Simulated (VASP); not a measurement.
Wanted: the native input for a VASP 6.6.1 run.

| Property | Result |
| --- | --- |
| Task | single point |
| Functional | PBE |
| Potentials or basis | VASP PAW PBE potentials, release 64 (Sn_d, As) |
| Cutoff | 520 eV |
| k mesh | 4 × 4 × 4 |
| Occupations | gaussian, width 0.2 eV |
| Spin | no spin polarisation |
| Dipole correction | no |
| Further INCAR settings | ALGO = Fast; EDIFF = 1e-06; NBANDS = 52 |

The structure of Sn5As3 lies in POSCAR:

```
Sn5As3
1.0
    5.9046489246      0.0000000000      0.0000000000
    0.0000000000      5.9046489246      0.0000000000
    0.0000000000      0.0000000000      5.9046489246
Sn As
5 3
Direct
    0.0000000000      1.0000000000      0.0000000000
    0.5000000000      0.0000000000      0.0000000000
    0.5000000000      0.5000000000      0.5000000000
    0.0000000000      0.5000000000      0.0000000000
    1.0000000000      0.0000000000      0.5000000000
    0.5000000000      0.0000000000      0.5000000000
    0.5000000000      0.5000000000      0.0000000000
    0.0000000000      0.5000000000      0.5000000000
```

These files were run (other wordings do the same):

INCAR

```
PREC = Accurate ; ENCUT = 520
EDIFF = 1E-6 ; ISMEAR = 0
SIGMA = 0.2 ; LREAL = F
LASPH = T ; NELM = 60
ALGO = Fast ; ISIF = 2
LWAVE = F ; LCHARG = F
GGA = PE ; NBANDS = 52
```

KPOINTS

```
regular mesh
0
Gamma
  4 4 4
```

Potentials or basis: VASP PAW PBE potentials, release 64 (Sn_d, As).

Launch:

```console
$ cat potpaw_PBE.64/Sn_d/POTCAR potpaw_PBE.64/As/POTCAR > POTCAR
$ mpirun -np 1 vasp_std > vasp.out
```

It gave:

```json
{"Pressure": "-0.1 GPa", "Band gap on the k mesh": "zero (an odd number of electrons rules out a gap without spin polarisation)"}
```

Caveat: spin-orbit coupling is left out, which moves the levels of the heavy elements.

Run time: 72 s on 1 thread of Intel(R) Xeon(R) 6975P-C (Granite Rapids), with other jobs on the host, peak memory 0.36 GiB.
